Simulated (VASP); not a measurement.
# Pt (Pm-3m) in VASP: a series of runs

Runs on Pt. Level: PBE. Tasks: single point, relaxation of cell and atoms.

Program: VASP 6.6.1. These are calculated values, not measurements. Logs are shortened: lines on timing, memory, paths and dates and some standing lists are left out, and cuts for length are marked.

## 1. The cell of the first run

Symmetry: Pm-3m, No. 221, cubic system. The conventional cell has a = 2.694 Å, b = 2.694 Å, c = 2.694 Å, α = 90.00°, β = 90.00°, γ = 90.00°. Within 3.6 Å of Pt (site symmetry m-3m) lie 6 Pt at 2.69 Å.

## 2. Single point, PBE (volume scaled by 1.08)

File INCAR:

```
SYSTEM = Pt
  PREC = Accurate
  ENCUT = 520
  EDIFF = 1E-7
  ISMEAR = -1
  SIGMA = 0.1
  LREAL = .FALSE.
  LASPH = .TRUE.
  NELM = 100
  ALGO = Normal
  ISIF = 2
  LWAVE = .FALSE.
  LCHARG = .FALSE.
  GGA = PE
  NBANDS = 11
```

File KPOINTS:

```
Automatic mesh
0
G
  13 13 13
  0 0 0
```

File POSCAR:

```
Pt
1.0
    2.6937718818      0.0000000000      0.0000000000
    0.0000000000      2.6937718818      0.0000000000
    0.0000000000      0.0000000000      2.6937718818
Pt
1
Direct
    0.0000000000      0.0000000000      0.0000000000
```

Potentials or basis: VASP PAW PBE potentials, release 64 (Pt).

Run with:

```
> cat potpaw_PBE.64/Pt/POTCAR > POTCAR
> mpirun -np 1 vasp_std > vasp.out
```

OUTCAR:

```text
SYSTEM = Pt
   PREC = Accurate
   ENCUT = 520
   EDIFF = 1E-7
   ISMEAR = -1
   LREAL = .FALSE.
   LASPH = .TRUE.
   NELM = 100
   ISIF = 2
   GGA = PE

 ion  position               nearest neighbor table
   1  0.000  0.000  0.000-

  LATTYP: Found a simple cubic cell.
 ALAT       =     2.6937718818

  Lattice vectors:

 A1 = (   2.6937718818,   0.0000000000,   0.0000000000)
 A2 = (   0.0000000000,   2.6937718818,   0.0000000000)
 A3 = (   0.0000000000,   0.0000000000,   2.6937718818)

Analysis of symmetry for initial positions (statically):
=====================================================================
 Subroutine PRICEL returns:
 Original cell was already a primitive cell.

 Routine SETGRP: Setting up the symmetry group for a
 simple cubic supercell.

 Subroutine GETGRP returns: Found 48 space group operations
 (whereof 48 operations were pure point group operations)
 out of a pool of 48 trial point group operations.

The static configuration has the point symmetry O_h .

Analysis of symmetry for dynamics (positions and initial velocities):
=====================================================================
 Subroutine PRICEL returns:
 Original cell was already a primitive cell.

 Routine SETGRP: Setting up the symmetry group for a
 simple cubic supercell.

 Subroutine GETGRP returns: Found 48 space group operations
 (whereof 48 operations were pure point group operations)
 out of a pool of 48 trial point group operations.

The dynamic configuration has the point symmetry O_h .

 Subroutine INISYM returns: Found 48 space group operations
 (whereof 48 operations are pure point group operations),
 and found     1 'primitive' translations

----------------------------------------------------------------------------------------

                                     Primitive cell

  volume of cell :      19.5471

  direct lattice vectors                    reciprocal lattice vectors
     2.693771882  0.000000000  0.000000000     0.371226683  0.000000000  0.000000000
     0.000000000  2.693771882  0.000000000     0.000000000  0.371226683  0.000000000
     0.000000000  0.000000000  2.693771882     0.000000000  0.000000000  0.371226683

  length of vectors
     2.693771882  2.693771882  2.693771882     0.371226683  0.371226683  0.371226683

  position of ions in fractional coordinates (direct lattice)
[... 75 lines left out ...]
   ENCUT  =  520.0 eV  38.22 Ry    6.18 a.u.   5.01  5.01  5.01*2*pi/ulx,y,z
   NELM   =    100;   NELMIN=  2; NELMDL= -5     # of ELM steps
   EDIFF  = 0.1E-06   stopping-criterion for ELM
   LREAL  =      F    real-space projection
   EDIFFG = 0.1E-05   stopping-criterion for IOM
   NSW    =      0    number of steps for IOM
   IBRION =     -1    ionic relax: 0-MD 1-quasi-New 2-CG
   NFREE  =      0    steps in history (QN), initial steepest desc. (CG)
   ISIF   =      2    stress and relaxation
   ISYM   =      2    0-nonsym 1-usesym 2-fastsym
   POTIM  = 0.5000    time-step for ionic-motion
   TEBEG  =    0.0;   TEEND  =   0.0 temperature during run
   PSTRESS=    0.0 pullay stress
   NELECT =      10.0000    total number of electrons
   NUPDOWN=      -1.0000    fix difference up-down
   EMIN   =  10.00;   EMAX   =-10.00  energy-range for DOS
   EFERMI =   0.00;   METHOD = LEGACY
   ISMEAR =    -1;   SIGMA  =   0.10  broadening in eV -4-tet -1-fermi 0-gaus
   EFERMI_NEDOS =   21; number of points for ismear=-14 and -15
   IALGO  =     38    algorithm
   IMIX   =      4    mixing-type and parameters
     AMIX     =   0.40;   BMIX     =  1.00
     AMIX_MAG =   1.60;   BMIX_MAG =  1.00
  volume/ion in A,a.u.               =      19.55       131.91
  Fermi-wavevector in a.u.,A,eV,Ry     =   1.309325  2.474265 23.324890  1.714331
  Thomas-Fermi vector in A             =   2.439931
   LORBIT       =      0    0 simple, 1 ext, 2 COOP (PROOUT), +10 PAW based schemes
   GGA     = PE    functional components
   LHFCALC =     F    Hartree Fock is set to
   AEXX    =    0.0000 exact exchange contribution
   IVDW    =     0    specifies the selected vdW correction
   LEPSILON=     F    determine dielectric tensor
   LRPA    =     F    only Hartree local field effects (RPA)
 non-spin polarized calculation
  energy-cutoff  :      520.00
  volume of cell :       19.55
 maximum number of plane-waves:       538
   NGX = 11   NGY = 11   NGZ = 11

 number of electron      10.0000000 magnetization

 Free energy of the ion-electron system (eV)
  ---------------------------------------------------
  ext. energy  EPLUGINS =         0.00000000
  ---------------------------------------------------
  free energy    TOTEN  =        -5.61431039 eV

  energy without entropy =       -5.56692803  energy(sigma->0) =       -5.59061921

 E-fermi :   7.0399     XC(G=0): -11.8224

 val. band max:        7.0302357529   @ k =   0.3846   0.3846   0.1538
 cond. band min:       7.0722738078   @ k =   0.2308   0.0769   0.0769
 fundamental gap:      0.0420380549
 Fermi energy:         7.0399132020

 k-point     1 :       0.0000    0.0000    0.0000
  band No.  band energies     occupation
      1      -0.6714      2.00000
      2       2.0065      2.00000
      3       2.0065      2.00000
      4       7.2376      0.24329
      5       7.2376      0.24329
      6       7.2376      0.24329
      7      21.7439      0.00000
      8      21.7439      0.00000
      9      21.7439      0.00000
     10      27.0196      0.00000
     11      29.6377      0.00000
[... 309 lines left out ...]
 k-point    24 :       0.3846    0.3077    0.0000
  band No.  band energies     occupation
      1       2.4398      2.00000
      2       2.8852      2.00000
      3       5.5608      2.00000
      4       5.8002      1.99999
      5       6.1826      1.99962
      6       7.6085      0.00676
      7      13.9328      0.00000
      8      18.3244      0.00000
      9      23.0808      0.00000
     10      27.3324      0.00000
     11      29.8394      0.00000

 [... further k-points ...]
[... 5 lines left out ...]
  --------------------------------------------------------------------------------------
  -------------------------------------------------------------------------------------
  Total       -1.4419184     -1.4419184     -1.4419184      0.0000000      0.0000000     -0.0000000
  in kB     -118.1867550   -118.1867550   -118.1867550      0.0000000      0.0000000     -0.0000000
  external PRESSURE =    -118.1867550 kB  Pullay stress =       0.0000000 kB

 VOLUME and BASIS-vectors are now :
 -----------------------------------------------------------------------------
  energy-cutoff  :      520.00
  volume of cell :       19.55
      direct lattice vectors                 reciprocal lattice vectors
     2.693771882  0.000000000  0.000000000     0.371226683  0.000000000  0.000000000
     0.000000000  2.693771882  0.000000000     0.000000000  0.371226683  0.000000000
     0.000000000  0.000000000  2.693771882     0.000000000  0.000000000  0.371226683

 POSITION                                       TOTAL-FORCE (eV/Angst)
 -----------------------------------------------------------------------------------
      0.00000      0.00000      0.00000         0.000000      0.000000      0.000000
 -----------------------------------------------------------------------------------
    total drift:                               -0.000000      0.000000      0.000000

  FREE ENERGIE OF THE ION-ELECTRON SYSTEM (eV)
  ---------------------------------------------------
  free  energy   TOTEN  =        -5.6143103862 eV

  energy  without entropy=       -5.5669280350  energy(sigma->0) =       -5.59061921
```

stdout:

```text
POSCAR found type information on POSCAR Pt
 POSCAR found :  1 types and       1 ions
 scaLAPACK will be used
 LDA part: xc-table for (Slater+PW92), standard interpolation
 POSCAR, INCAR and KPOINTS ok, starting setup
 FFT: planning ... GRIDC
 FFT: planning ... GRID_SOFT
 FFT: planning ... GRID
 WAVECAR not read
 entering main loop
```

Run time: 7 s. Hardware: 1 thread of Intel Xeon Platinum 8488C (Sapphire Rapids), shared host; peak memory 0.13 GiB.

Results:

| Quantity | Value |
| --- | --- |
| Free energy | -5.6143 eV |
| Pressure | -11.8 GPa |
| Band gap on the k mesh | zero (band 5 reaches 8.56 eV, above the bottom of band 6 at 6.10 eV) |

Caveat: the cell differs from its parent crystal (volume scaled by 1.08); spin-orbit coupling is left out, which moves the levels of the heavy elements.

## 3. Single point, PBE (volume scaled by 1.12)

File INCAR:

```
PREC = Accurate ; ENCUT = 520
EDIFF = 1E-6 ; ISMEAR = -1
SIGMA = 0.1 ; LREAL = False
LASPH = True ; NELM = 60
ALGO = Normal ; ISIF = 2
LWAVE = False ; LCHARG = True
GGA = PE ; LELF = True
LVHAR = True ; NBANDS = 11
```

File KPOINTS:

```
regular mesh
0
Gamma
  13 13 13
```

File POSCAR:

```
Pt
1.0
    2.7266259963      0.0000000000      0.0000000000
    0.0000000000      2.7266259963      0.0000000000
    0.0000000000      0.0000000000      2.7266259963
Pt
1
Direct
    0.0000000000      0.0000000000      0.0000000000
```

Potentials or basis: VASP PAW PBE potentials, release 64 (Pt).

Run with:

```
> cat potpaw_PBE.64/Pt/POTCAR > POTCAR
> mpirun -np 1 vasp_std > vasp.out
```

Wall time 6.8 s (1 thread of Intel Xeon Platinum 8488C (Sapphire Rapids), shared host); peak memory 0.13 GiB.

The run converged. Its results:

* Free energy: -5.5524 eV
* Pressure: -15.6 GPa
* Band gap on the k mesh: zero (band 5 reaches 7.94 eV, above the bottom of band 6 at 5.64 eV)

Levels at points of the mesh, in eV from the Fermi level:
| k point | band 1 | band 2 | band 3 | band 4 | band 5 | band 6 | band 7 | band 8 | band 9 | band 10 |
| --- | --- | --- | --- | --- | --- | --- | --- | --- | --- | --- |
| (0.00, 0.00, 0.00) | -7.40 | -4.77 | -4.77 | 0.17 | 0.17 | 0.17 | 14.50 | 14.50 | 14.50 | 19.59 |

Caveat: the cell differs from its parent crystal (volume scaled by 1.12); spin-orbit coupling is left out, which moves the levels of the heavy elements.

## 4. Relaxation of cell and atoms, PBE

This run uses another cell than the first one, of 16.30 Å³/atom, 0.834 times its volume.

File INCAR:

```
PREC = Accurate
ENCUT = 600
EDIFF = 1E-6
ISMEAR = -1
SIGMA = 0.1
LREAL = False
LASPH = True
NELM = 100
ALGO = Normal
ISIF = 3
LWAVE = False
LCHARG = False
GGA = PE
IBRION = 2
NSW = 80
EDIFFG = -0.01
```

File KPOINTS:

```
Automatic mesh
0
Gamma
  12 12 12
```

File POSCAR:

```
Pt
1.0
    2.5356188197      0.0000000000      0.0000000000
    0.0000000000      2.5356188197      0.0000000000
    0.0000000000      0.0000000000      2.5356188197
Pt
1
Direct
    0.0000000000      0.0000000000      0.0000000000
```

Run with:

```
> cat potpaw_PBE.64/Pt/POTCAR > POTCAR
> mpirun -np 1 vasp_std > vasp.out
```

It took 19 s on 1 thread of Intel Xeon Platinum 8488C (Sapphire Rapids), shared host; peak memory 0.14 GiB.

The run converged. Its results:

```
Free energy                            : -5.6729 eV
Relaxed volume                         : 18.05 Å³/atom
Relaxed cell                           : a = 2.623 Å, b = 2.623 Å, c = 2.623 Å, α = 90.00°, β = 90.00°, γ = 90.00°
Space group after relaxing (to 0.05 Å) : Pm-3m (No. 221)
Energy gained by relaxing              : 122.5 meV/atom
Ionic steps                            : 5
Pressure after relaxing                : 0.1 GPa
Band gap on the k mesh                 : zero (band 5 reaches 10.25 eV, above the bottom of band 6 at 7.25 eV)
```

The path:
```
step  energy change (eV)  largest force (eV/Å)  pressure (GPa)  volume (Å³)
   1              0.0000                0.0000           24.95        16.30
   2              0.3498                0.0000          -22.99        23.05
   3             -0.1215                0.0000           -1.76        18.23
   4             -0.1224                0.0000           -0.32        18.08
   5             -0.1225                0.0000            0.07        18.05
```

Final structure:
```cif
data_structure
_symmetry_space_group_name_H-M 'P 1'
_symmetry_Int_Tables_number 1
_cell_length_a 2.6230
_cell_length_b 2.6230
_cell_length_c 2.6230
_cell_angle_alpha 90.000
_cell_angle_beta 90.000
_cell_angle_gamma 90.000
_cell_volume 18.05
loop_
_atom_site_label
_atom_site_type_symbol
_atom_site_fract_x
_atom_site_fract_y
_atom_site_fract_z
_atom_site_occupancy
Pt1 Pt 0.00000 0.00000 0.00000 1
```

Levels at points of the mesh, in eV from the Fermi level:
| k point | band 2 | band 3 | band 4 | band 5 | band 6 | band 7 | band 8 | band 9 |
| --- | --- | --- | --- | --- | --- | --- | --- | --- |
| (0.00, 0.00, 0.00) | -5.58 | -5.58 | 0.33 | 0.33 | 0.33 | 15.22 | 15.22 | 15.22 |
| (0.50, 0.00, 0.00) | -5.01 | -1.80 | -1.80 | -0.43 | 0.54 | 4.47 | 16.55 | 19.55 |
| (0.50, 0.50, 0.00) | -4.56 | -1.41 | -1.41 | 1.94 | 4.53 | 4.53 | 9.51 | 13.42 |
| (0.50, 0.50, 0.50) | -4.75 | -4.75 | 2.09 | 2.09 | 10.03 | 10.03 | 10.03 | 10.04 |

Caveat: spin-orbit coupling is left out, which moves the levels of the heavy elements.

## 5. Single point, PBE

This run uses another cell than the first one, of 18.10 Å³/atom, 0.926 times its volume.

File INCAR:

```
  ALGO = Normal
  EDIFF = 1E-7
  ENCUT = 520
  GGA = PE
  ISIF = 2
  ISMEAR = -1
  LASPH = True
  LCHARG = True
  LELF = True
  LREAL = False
  LVHAR = True
  LWAVE = False
  NBANDS = 11
  NELM = 100
  PREC = Accurate
  SIGMA = 0.1
```

File KPOINTS:

```
k-points
0
Gamma
  20 20 20
```

File POSCAR:

```
Pt
1.0
    2.6255455883      0.0000000000      0.0000000000
    0.0000000000      2.6255455883      0.0000000000
    0.0000000000      0.0000000000      2.6255455883
Pt
1
Direct
    0.0000000000      0.0000000000      0.0000000000
```

Run with:

```
> cat potpaw_PBE.64/Pt/POTCAR > POTCAR
> mpirun -np 1 vasp_std > vasp.out
```

Run time: 20 s. Hardware: 1 thread of Intel Xeon Platinum 8488C (Sapphire Rapids), shared host; peak memory 0.17 GiB.

The run converged. Its results:

| Quantity | Value |
| --- | --- |
| Free energy | -5.6674 eV |
| Pressure | -0.5 GPa |
| Band gap on the k mesh | zero (band 5 reaches 10.19 eV, above the bottom of band 6 at 7.06 eV) |

Levels at points of the mesh, in eV from the Fermi level:
```tsv
k point	band 1	band 2	band 3	band 4	band 5	band 6	band 7	band 8	band 9	band 10
(0.00, 0.00, 0.00)	-8.35	-5.60	-5.60	0.29	0.29	0.29	15.17	15.17	15.17	20.85
(0.50, 0.00, 0.00)	-5.76	-5.03	-1.83	-1.83	-0.46	0.50	4.41	16.51	19.49	20.96
(0.50, 0.50, 0.00)	-5.74	-4.58	-1.44	-1.44	1.89	4.49	4.49	9.43	13.37	21.36
(0.50, 0.50, 0.50)	-4.76	-4.76	-4.76	2.03	2.03	9.97	9.97	9.97	10.02	16.44
```

Caveat: spin-orbit coupling is left out, which moves the levels of the heavy elements.

## 6. Summary

```csv
task,cell,k mesh,cutoff (eV),gap on the mesh (eV),pressure (GPa)
single point,"a = 2.694 Å, 1 atom",13 × 13 × 13,520,none,-11.8
single point,"a = 2.727 Å, 1 atom",13 × 13 × 13,520,none,-15.6
relaxation of cell and atoms,"relaxed from a = 2.536 Å, 1 atom",12 × 12 × 12,600,none,0.1
single point,"a = 2.626 Å, 1 atom",20 × 20 × 20,520,none,-0.5
```

Alike in all rows: level PBE; potentials or basis VASP PAW PBE potentials, release 64 (Pt); no spin polarisation; smearing fermi-dirac 0.1 eV.

Caveats: spin-orbit coupling is left out, which moves the levels of the heavy elements.

Absolute energies hang on the potentials; compare differences alone.
